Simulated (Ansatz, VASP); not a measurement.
# Two plane-wave programs on Si2Ge

```xyz
3
Lattice="2.7479 0.0000 0.0000 -1.3739 2.3797 0.0000 0.0000 0.0000 7.5470" Properties=species:S:1:pos:R:3 pbc="T T T"
Si    0.0000    0.0000    7.2771
Si    0.0000    0.0000    2.1946
Ge    0.0000    0.0000    4.7358
```

Alike in both runs: functional PBE; k mesh 7 × 7 × 3; occupations gaussian, width 0.2 eV; no spin polarisation.

Ansatz relaxed the structure, and its values are those at the end. VASP's run is a single point on that final structure, the one shown.

|  | VASP | Ansatz |
| --- | --- | --- |
| version | VASP 6.6.1 | Ansatz 0.2.0 |
| potentials or method | VASP PAW PBE potentials, release 64 (Si, Ge_d), cutoff 500 eV | scalar-relativistic, plane waves, PAW |
| valence electrons in the cell | 22 | 22 |

|  | VASP | Ansatz | Ansatz less VASP |
| --- | --- | --- | --- |
| gap on the k mesh at the Fermi level (eV) | none | none | - |
| pressure (GPa) | 0.0 | 0.0 | +0.04 |

A gap of «none» marks a metal or a gap that the smearing closes. With one functional, cell and mesh, what is left measures potentials, basis and numerics.

The k mesh is coarse, so the values compare programs but aren't converged.
